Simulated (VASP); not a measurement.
**Ti: single point with PBEsol**

The system is Ti.

```
Ti
1.0
     0.00000    2.14419    2.14419
     2.03000    0.11419    2.03000
     2.03000    2.03000    0.11419
Ti
1
Direct
  0.00000 0.00000 0.00000
```

This cell differs from its parent crystal: strain +0.1125 x Voigt [0, 0, 0, 1, 0, 0].

```
Program                : VASP 6.6.1
Task                   : single point
Functional             : PBEsol
Potentials or basis    : VASP PAW PBE potentials, release 64 (Ti_sv)
Cutoff                 : 520 eV
k mesh                 : 20 × 20 × 20
Occupations            : gaussian, width 0.15 eV
Spin                   : no spin polarisation
Dipole correction      : no
Further INCAR settings : ALGO = Fast; EDIFF = 1e-06; NBANDS = 12
```

```json
{
  "Pressure": "-0.1 GPa",
  "Band gap on the k mesh": "zero (bands 6 and 7 overlap by 1.21 eV)"
}
```

Stress tensor (GPa, compression positive):
```
-0.68  0.00  0.00
 0.00  0.19 -6.09
 0.00 -6.09  0.19
```

Levels at points of the mesh, in eV from the Fermi level:
```
           k point  band 2  band 3  band 4  band 5  band 6  band 7  band 8  band 9  band 10  band 11
(0.00, 0.00, 0.00)  -32.38  -32.32  -32.21   -6.19    0.32    0.68    1.53    2.70     2.71    15.27
(0.50, 0.00, 0.00)  -33.06  -32.39  -32.31   -2.75    0.27    0.38    1.41    3.38     3.93     8.08
(0.00, 0.50, 0.00)  -33.16  -32.46  -32.45   -2.64    0.18    1.12    1.31    3.61     4.06     9.22
(0.50, 0.50, 0.00)  -33.09  -32.57  -32.57   -2.72   -1.83    3.11    3.54    4.01     4.26    12.13
(0.00, 0.50, 0.50)  -33.03  -32.69  -32.43   -2.74   -1.86    3.01    3.80    4.09     4.09    10.28
```

Wall time 2.2 min on 1 thread of Intel(R) Xeon(R) 6975P-C (Granite Rapids), on a shared host, peak memory 0.33 GiB.

Caveat: the cell differs from its parent crystal (strain +0.1125 x Voigt [0, 0, 0, 1, 0, 0]); the PAW data sets were made with another functional, which shifts forces and pressure a little.
